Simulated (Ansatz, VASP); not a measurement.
**One calculation of SnTe, two programs**

INCAR

```
SYSTEM = SnTe
  PREC = Accurate
  ENCUT = 600
  EDIFF = 1E-6
  ISMEAR = -1
  SIGMA = 0.05
  LREAL = .FALSE.
  LASPH = .TRUE.
  NELM = 80
  ALGO = Normal
  ISIF = 3
  LWAVE = .FALSE.
  LCHARG = .FALSE.
  GGA = RP
  IBRION = 2
  NSW = 80
  EDIFFG = -0.01
```

KPOINTS

```
regular mesh
0
G
  5 5 5
  0 0 0
```

The input POSCAR:

```
SnTe
1.0
    0.0000000000      3.1508500000      3.1508500000
    3.1508500000      0.0000000000      3.1508500000
    3.1508500000      3.1508500000      0.0000000000
Sn Te
1 1
Direct
    0.0000000000      0.0000000000      0.0000000000
    0.5000000000      0.5000000000      0.5000000000
```

Input for Ansatz:

```yaml
crystal:
  lattice:
    - [0.0, 3.15085, 3.15085]
    - [3.15085, 0.0, 3.15085]
    - [3.15085, 3.15085, 0.0]
  atoms:
    - { symbol: Sn, position: [0.0, 0.0, 0.0] }
    - { symbol: Te, position: [0.5, 0.5, 0.5] }
kpoints:
  mp_grid:
    grid: [5, 5, 5]
hamiltonian:
  xc: rpbe
  dispersion: none
scf:
  convergence:
    dr2_threshold: 1.0e-07
  occupations:
    method: fermi_dirac
    width: 0.05
relax:
  max_steps: 60
  cell: {}
```

Alike in both runs: task relaxation of cell and atoms; functional RPBE; k mesh 5 × 5 × 5; occupations fermi-dirac, width 0.05 eV; no spin polarisation.

```csv
,VASP,Ansatz
version,VASP 6.6.1,Ansatz 0.2.0
potentials or method,"VASP PAW PBE potentials, release 64 (Sn_d, Te)","plane waves, PAW"
plane-wave cutoff (eV),600,420
valence electrons in the cell,20,30
```

Ansatz gave:

| Quantity | Value |
| --- | --- |
| relaxed volume (Å³/atom) | 34.08 |
| relaxed length of the cell vector where the two differ most in proportion (Å) | 4.585 |

Problem. Estimate VASP's values.

Solution. Relaxed volume (Å³/atom): 34.05; relaxed length of the cell vector where the two differ most in proportion (Å): 4.584.

VASP's potentials were made for PBE, not for RPBE. VASP's potentials hold 20 valence electrons a cell and Ansatz's 30, so a difference there can come from the potentials and not from the codes. Ansatz's warnings: stress scf threshold loose.

Spin-orbit coupling is off throughout.
